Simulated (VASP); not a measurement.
**FH: single point with PBE+D3(BJ)**

FH, in a box:

```
F H
1.0
    15.00000    0.00000    0.00000
     0.00000   15.50000    0.00000
     0.00000    0.00000   16.00000
F H
1 1
Direct
  0.47503 0.49897 0.48269
  0.52497 0.50103 0.51731
```

* Program: VASP 6.6.1
* Task: single point
* Functional: PBE
* Dispersion: D3(BJ)
* Potentials or basis: VASP PAW PBE potentials, release 64 (F_h, H_h)
* Cutoff: 1010 eV
* k mesh: 1 × 1 × 1
* Occupations: gaussian, width 0.005 eV
* Spin: no spin polarisation

```
Largest force                   : 0.026 eV/Å
Gap between the frontier levels : 8.58 eV
Dispersion energy per atom      : -0.002 eV
```

Forces in eV/Å, atoms in the order of the input:
```
F    0.020  0.000  0.016
H   -0.020  0.000 -0.016
```

Levels at points of the mesh, in eV from the valence-band top:
```csv
k point,band 1,band 2,band 3,band 4,band 5,band 6,band 7,band 8,band 9
"(0.00, 0.00, 0.00)",-20.41,-3.80,0.00,0.00,8.58,9.65,10.09,10.12,10.16
```

It took 8.8 min on 1 thread of AMD EPYC 7R13 Processor (Zen 3), with other jobs on the host, peak memory 5.4 GiB.
